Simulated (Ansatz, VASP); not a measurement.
## ZnInGaO4 in VASP and in Ansatz

```
Zn In Ga O
1.0
     1.68033    0.97014    8.71341
    -1.68033    0.97014    8.71341
     0.00000   -1.94027    8.71341
Zn In Ga O
1 1 1 4
Direct
  0.21838 0.21838 0.21838
  0.00277 0.00277 0.00277
  0.78703 0.78703 0.78703
  0.29514 0.29514 0.29514
  0.71136 0.71136 0.71136
  0.12172 0.12172 0.12172
  0.86360 0.86360 0.86360
```

Alike in both runs: task single point; functional LDA; k mesh 6 × 6 × 6; occupations gaussian, width 0.1 eV; no spin polarisation.

```csv
,VASP,Ansatz
version,VASP 6.6.1,Ansatz 0.2.0
potentials or method,"VASP PAW LDA potentials, release 64 (Zn, In_d, Ga_d, O), cutoff 520 eV","scalar-relativistic, plane waves, PAW"
valence electrons in the cell,62,62
```

VASP gave:

- gap on the k mesh at the Fermi level (eV): 0.99
- least direct gap on the mesh (eV): 0.99
- pressure (GPa): -11.0
- rms of the force components (eV/Å): 0.035

Question: Estimate Ansatz's values.

Answer: gap on the k mesh at the Fermi level (eV): 0.98; least direct gap on the mesh (eV): 0.98; pressure (GPa): -12.0; rms of the force components (eV/Å): 0.035.

Ansatz warns that its potentials were made for another functional, while VASP's fit it. LDA's correlation is that of Perdew and Zunger in VASP and of Perdew and Wang (1992) in Ansatz. Atom by atom the forces differ by 0.007 eV/Å (rms over components).
